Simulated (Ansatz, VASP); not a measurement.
Ti in VASP and in Ansatz

The input INCAR:

```
PREC = Accurate
ENCUT = 520
EDIFF = 1E-7
ISMEAR = 0
SIGMA = 0.15
LREAL = False
LASPH = True
NELM = 60
ALGO = Fast
ISIF = 2
LWAVE = False
LCHARG = False
GGA = PS
NBANDS = 12
```

Contents of KPOINTS:

```
Automatic mesh
0
Gamma
  26 26 26
```

File POSCAR:

```
Ti
1.0
   -1.5248602598      1.5248602598      1.5248602598
    1.5248602598     -1.5248602598      1.5248602598
    1.5248602598      1.5248602598     -1.5248602598
Ti
1
Direct
    0.0000000000      0.0000000000      0.0000000000
```

Input for Ansatz:

```yaml
crystal:
  lattice:
    - [-1.5248602598, 1.5248602598, 1.5248602598]
    - [1.5248602598, -1.5248602598, 1.5248602598]
    - [1.5248602598, 1.5248602598, -1.5248602598]
  atoms:
    - { symbol: Ti, position: [0.0, 0.0, 0.0] }
basis:
  ecutwfc: 420
kpoints:
  mp_grid: { grid: [26, 26, 26] }
hamiltonian:
  xc: pbesol
scf:
  occupations: { method: gaussian, width: 0.15 }
output:
  forces: true
  stress: true
  eigenvalues: true
```

Change from the starting cell: strain -0.050 along x and y, -0.050 along z, atoms carried along.

Alike in both runs: task single point; functional PBEsol; k mesh 26 × 26 × 26; occupations gaussian, width 0.15 eV; no spin polarisation.

|  | VASP | Ansatz |
| --- | --- | --- |
| version | VASP 6.6.1 | Ansatz 0.2.0 |
| potentials or method | VASP PAW PBE potentials, release 64 (Ti_sv), cutoff 520 eV | scalar-relativistic, plane waves, PAW |
| valence electrons in the cell | 12 | 12 |

|  | VASP | Ansatz | Ansatz less VASP |
| --- | --- | --- | --- |
| gap on the k mesh at the Fermi level (eV) | none | none | - |
| pressure (GPa) | 21.6 | 22.2 | +0.64 |

VASP's potentials were made for PBE, not for PBEsol. A gap of «none» marks a metal or a gap that the smearing closes.
